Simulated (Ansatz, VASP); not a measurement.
Two plane-wave programs on Ta3Ga

The input INCAR:

```
SYSTEM = Ta3Ga
PREC = Accurate
ENCUT = 600
EDIFF = 1E-6
ISMEAR = 0
SIGMA = 0.1
LREAL = .FALSE.
LASPH = .TRUE.
NELM = 60
ALGO = Normal
ISIF = 3
LWAVE = .FALSE.
LCHARG = .FALSE.
GGA = PE
IBRION = 2
NSW = 90
EDIFFG = -0.04
```

File KPOINTS:

```
Automatic mesh
0
G
  4 4 4
  0 0 0
```

File POSCAR:

```
Ta3Ga
1.0
    4.0428276306      0.0000000000      0.0000000000
    0.0000000000      4.0428276306      0.0000000000
    0.0000000000      0.0000000000      4.0428276306
Ta Ga
3 1
Direct
    0.0000000000      0.5000000000      0.5000000000
    0.5000000000      0.0000000000      0.5000000000
    0.5000000000      0.5000000000      0.0000000000
    0.0000000000      0.0000000000      0.0000000000
```

Input for Ansatz:

```yaml
crystal:
  lattice:
    - [4.0428276306, 0.0, 0.0]
    - [0.0, 4.0428276306, 0.0]
    - [0.0, 0.0, 4.0428276306]
  atoms:
    - { symbol: Ta, position: [0.0, 0.5, 0.5] }
    - { symbol: Ta, position: [0.5, 0.0, 0.5] }
    - { symbol: Ta, position: [0.5, 0.5, 0.0] }
    - { symbol: Ga, position: [0.0, 0.0, 0.0] }
basis:
  ecutwfc: 420
kpoints:
  mp_grid: { grid: [4, 4, 4] }
hamiltonian:
  xc: pbe
scf:
  occupations: { method: gaussian, width: 0.1 }
  lower_state_search: "off"
output:
  forces: true
  stress: true
  eigenvalues: true
relax:
  adjacent_minimum: "off"
  f_tol: 0.04
  max_steps: 70
  cell: { stress_tol: 0.4 }
```

Alike in both runs: task relaxation of cell and atoms; functional PBE; k mesh 4 × 4 × 4; occupations gaussian, width 0.1 eV; no spin polarisation.

```csv
,VASP,Ansatz
version,VASP 6.6.1,Ansatz 0.2.0
potentials or method,"VASP PAW PBE potentials, release 64 (Ta_pv, Ga_d), cutoff 600 eV","scalar-relativistic, plane waves, PAW"
valence electrons in the cell,46,52
```

|  | VASP | Ansatz | Ansatz less VASP |
| --- | --- | --- | --- |
| gap on the k mesh at the Fermi level, each at its own relaxed structure (eV) | none | none | - |
| relaxed volume (Å³/atom) | 17.54 | 17.53 | -0.007 |
| relaxed length of the cell vector where the two differ most in proportion (Å) | 4.124 | 4.124 | -0.0006 |

A gap of «none» marks a metal or a gap that the smearing closes. VASP's potentials hold 46 valence electrons a cell and Ansatz's 52, so a difference there can come from the potentials and not from the codes.

The k mesh is coarse, so the values compare programs but aren't converged. Neither program's run includes spin-orbit coupling.
